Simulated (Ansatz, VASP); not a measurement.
## Bi2Te3 in VASP and in Ansatz

The input INCAR:

```
SYSTEM = Bi2Te3
ALGO     = Normal         ! electronic algorithm
EDIFF    = 1E-7           ! SCF threshold, eV
ENCUT    = 520            ! plane-wave cutoff, eV
GGA      = RE             ! functional
ISIF     = 2              ! what is computed and relaxed
ISMEAR   = -1             ! smearing method
IVDW     = 12             ! dispersion correction
LASPH    = .TRUE.         ! aspherical terms in the spheres
LCHARG   = .TRUE.         ! write CHGCAR
LELF     = .TRUE.         ! ELF
LREAL    = .FALSE.        ! projectors in reciprocal space
LVHAR    = .TRUE.       
LWAVE    = .FALSE.        ! write WAVECAR
NBANDS   = 32             ! bands
NELM     = 80             ! most SCF steps
PREC     = Accurate       ! precision mode
SIGMA    = 0.05           ! smearing width, eV
```

File KPOINTS:

```
k-points
0
G
  7 7 7
  0 0 0
```

Contents of POSCAR:

```
Bi2Te3
1.0
    2.1930000000      1.2661291403     10.1656666667
   -2.1930000000      1.2661291403     10.1656666667
    0.0000000000     -2.5322582807     10.1656666667
Bi Te
2 3
Direct
    0.6000000000      0.6000000000      0.6000000000
    0.4000000000      0.4000000000      0.4000000000
    0.7905000000      0.7905000000      0.7905000000
    0.2095000000      0.2095000000      0.2095000000
    0.0000000000      0.0000000000      0.0000000000
```

The input input.yaml:

```yaml
crystal:
  lattice:
    - [2.193, 1.2661291403, 10.1656666667]
    - [-2.193, 1.2661291403, 10.1656666667]
    - [0.0, -2.5322582807, 10.1656666667]
  atoms:
    - { symbol: Bi, position: [0.6, 0.6, 0.6] }
    - { symbol: Bi, position: [0.4, 0.4, 0.4] }
    - { symbol: Te, position: [0.7905, 0.7905, 0.7905] }
    - { symbol: Te, position: [0.2095, 0.2095, 0.2095] }
    - { symbol: Te, position: [0.0, 0.0, 0.0] }
hamiltonian:
  xc: revpbe
  pseudopotentials: { kind: paw }
  dispersion: d3bj
kpoints:
  mp_grid: { grid: [7, 7, 7] }
scf:
  occupations: { method: fermi_dirac, width: 0.05 }
output:
  forces: true
  stress: true
  eigenvalues: true
```

Alike in both runs: task single point; functional revPBE; dispersion D3(BJ); k mesh 7 × 7 × 7; occupations fermi-dirac, width 0.05 eV; no spin polarisation.

|  | VASP | Ansatz |
| --- | --- | --- |
| version | VASP 6.6.1 | Ansatz 0.2.0 |
| potentials or method | VASP PAW PBE potentials, release 64 (Bi_d, Te) | Ansatz PAW |
| plane-wave cutoff (eV) | 520 | 420 |
| valence electrons in the cell | 48 | 78 |

|  | VASP | Ansatz | Ansatz less VASP |
| --- | --- | --- | --- |
| gap on the k mesh at the Fermi level (eV) | 0.32 | 0.33 | +0.011 |
| least direct gap on the mesh (eV) | 0.32 | 0.33 | +0.011 |
| pressure (GPa) | -1.3 | -1.2 | +0.03 |
| traceless stress, the component that is largest in VASP (GPa) | -0.13 | -0.13 | -0.003 |
| rms of the force components (eV/Å) | 0.012 | 0.018 | +0.0052 |

VASP's potentials were made for PBE, not for revPBE. Atom by atom the forces differ by 0.005 eV/Å (rms over components). VASP's potentials hold 48 valence electrons a cell and Ansatz's 78, so a difference there can come from the potentials and not from the codes.

Spin-orbit coupling is off throughout. Noted on Ansatz's run: odd divisions of the mesh miss points on the zone boundary, where band edges often lie, so the gap on the mesh can be too wide.
